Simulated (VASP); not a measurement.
Write the native input for VASP 6.6.1 that does the following.

* Task: relaxation of cell and atoms
* Functional: PBE
* Potentials or basis: VASP PAW PBE potentials, release 64 (Zr_sv, C)
* Cutoff: 600 eV
* k mesh: 7 × 7 × 4
* Occupations: fermi-dirac, width 0.05 eV
* Spin: no spin polarisation
* Target pressure: 20 GPa
* Dipole correction: no
* Further INCAR settings: ALGO = Normal; EDIFF = 1e-06; IBRION = 2; EDIFFG = -0.01; NSW = 60; ISIF = 3

The structure of ZrC lies in POSCAR:

```
ZrC
1.0
    3.3914762718      0.0000000000      0.0000000000
   -1.6957381359      2.9371046077      0.0000000000
    0.0000000000      0.0000000000      5.2900530000
Zr C
2 2
Direct
    0.6666666667      0.3333333333      0.7500000000
    0.3333333333      0.6666666667      0.2500000000
    0.0000000000      0.0000000000      0.5000000000
    0.0000000000      0.0000000000      0.0000000000
```

One way to write it, as run:

INCAR

```
ALGO = Normal
EDIFF = 1E-6
EDIFFG = -0.01
ENCUT = 600
GGA = PE
IBRION = 2
ISIF = 3
ISMEAR = -1
LASPH = T
LCHARG = F
LREAL = F
LWAVE = F
NELM = 80
NSW = 60
PREC = Accurate
PSTRESS = 200.0
SIGMA = 0.05
```

KPOINTS

```
k-points
0
Gamma
  7 7 4
```

Potentials or basis: VASP PAW PBE potentials, release 64 (Zr_sv, C).

Run with:

```console
$ cat potpaw_PBE.64/Zr_sv/POTCAR potpaw_PBE.64/C/POTCAR > POTCAR
$ mpirun -np 1 vasp_std > vasp.out
```

It gave:

The relaxed volume is 12.07 Å³/atom and the relaxed cell is a = 3.276 Å, b = 3.276 Å, c = 5.193 Å, α = 90.00°, β = 90.00°, γ = 120.00°. The space group after relaxing (to 0.05 Å) is P6_3/mmc (No. 194) and the energy change on relaxing (the enthalpy is what falls) is +54.3 meV/atom. The ionic steps are 10, the pressure after relaxing is 20.0 GPa and the band gap on the k mesh is zero (band 16 reaches 11.67 eV, above the bottom of band 17 at 10.56 eV).

Caveat: the cell is relaxed towards a set pressure, so the enthalpy falls and the energy may rise.

Wall time 2.2 min on 1 thread of Intel(R) Xeon(R) Platinum 8488C (Sapphire Rapids) (shared host), peak memory 0.19 GiB.
